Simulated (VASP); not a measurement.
Wanted: the native input for a VASP 6.6.1 run.

```
Task                   : electric field gradients
Functional             : PBEsol
Potentials or basis    : VASP PAW PBE potentials, release 64 (Sn_d, O)
Cutoff                 : 520 eV
k mesh                 : 8 × 8 × 6
Occupations            : fermi-dirac, width 0.01 eV
Spin                   : no spin polarisation
Dipole correction      : no
Further INCAR settings : ALGO = Normal; EDIFF = 1e-08; NBANDS = 28
```

The structure of SnO lies in POSCAR:

```
SnO
1.0
    3.8020000000      0.0000000000      0.0000000000
    0.0000000000      3.8020000000      0.0000000000
    0.0000000000      0.0000000000      4.7876400000
Sn O
2 2
Direct
    0.0000000000      0.5000000000      0.2385000000
    0.5000000000      0.0000000000      0.7615000000
    0.0000000000      0.0000000000      0.0000000000
    0.5000000000      0.5000000000      0.0000000000
```

This cell differs from its parent crystal: zz strain of -1 %.

The input as run:

INCAR

```
PREC = Accurate ; ENCUT = 520
EDIFF = 1E-8 ; ISMEAR = -1
SIGMA = 0.01 ; LREAL = F
LASPH = T ; NELM = 80
ALGO = Normal ; ISIF = 2
LWAVE = F ; LCHARG = F
GGA = PS ; LEFG = T
NBANDS = 28
```

KPOINTS

```
Automatic mesh
0
Gamma
  8 8 6
```

Potentials or basis: VASP PAW PBE potentials, release 64 (Sn_d, O).

Run with:

```sh
$ cat potpaw_PBE.64/Sn_d/POTCAR potpaw_PBE.64/O/POTCAR > POTCAR
$ mpirun -np 1 vasp_std > vasp.out
```

Results of the run:

```
Pressure                                : 1.0 GPa
Largest force                           : 0.334 eV/Å
Band gap on the k mesh                  : 0.02 eV (least direct gap 1.87 eV)
Largest electric field gradient by atom : Sn -160.2; O -0.5 V/Å²
```

Caveat: the cell differs from its parent crystal (zz strain of -1 %); semilocal functionals underestimate gaps, and a narrow one can read as zero; without QUAD_EFG the Cq values of the log hold for a quadrupole moment of 1 mb, not for the nuclei; the PAW data sets were made with another functional, which shifts forces and pressure a little; spin-orbit coupling is left out, which moves the levels of the heavy elements.

Wall time 4.2 min on 1 thread of AMD EPYC 7571, on a shared host, peak memory 0.2 GiB.
